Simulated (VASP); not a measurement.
Write the native input for VASP 6.6.1 that does the following.

| Quantity | Value |
| --- | --- |
| Task | single point |
| Functional | PBEsol |
| Potentials or basis | VASP PAW PBE potentials, release 64 (Cu, O) |
| Cutoff | 520 eV |
| k mesh | 11 × 11 × 6 |
| Occupations | fermi-dirac, width 0.1 eV |
| Spin | no spin polarisation |
| Dipole correction | no |
| Further INCAR settings | ALGO = Normal; EDIFF = 1e-07; NBANDS = 25 |

The structure of CuO (Tenorite) lies in POSCAR:

```
CuO
1.0
    2.3446500000     -1.7134000000      0.0000000000
    2.3446500000      1.7134000000      0.0000000000
   -0.8605540000      0.0000000000      5.0594360000
Cu O
2 2
Direct
    0.0032000000      0.4968000000      0.0000000000
    0.4968000000      0.0032000000      0.5000000000
    0.5714000000      0.4056000000      0.2537000000
    0.4056000000      0.5714000000      0.7537000000
```

The input as run:

INCAR

```
SYSTEM = CuO
PREC = Accurate ; ENCUT = 520
EDIFF = 1E-7 ; ISMEAR = -1
SIGMA = 0.1 ; LREAL = .False.
LASPH = .True. ; NELM = 100
ALGO = Normal ; ISIF = 2
LWAVE = .False. ; LCHARG = .False.
GGA = PS ; NBANDS = 25
```

KPOINTS

```
Automatic mesh
0
Gamma
  11 11 6
  0 0 0
```

Potentials or basis: VASP PAW PBE potentials, release 64 (Cu, O).

Command:

```console
$ cat potpaw_PBE.64/Cu/POTCAR potpaw_PBE.64/O/POTCAR > POTCAR
$ mpirun -np 1 vasp_std > vasp.out
```

It gave:

```json
{"Pressure": "-2.0 GPa", "Largest force": "0.758 eV/Å", "Band gap on the k mesh": "zero (band 17 reaches 5.80 eV, above the bottom of band 18 at 5.08 eV)"}
```

Caveat: the PAW data sets were made with another functional, which shifts forces and pressure a little; semilocal functionals often make such compounds metallic where correlation or magnetic order opens a gap, which also shifts bond lengths.

It took 3.6 min on 1 thread of AMD EPYC 7R13 Processor (Zen 3) (shared host), peak memory 0.26 GiB.
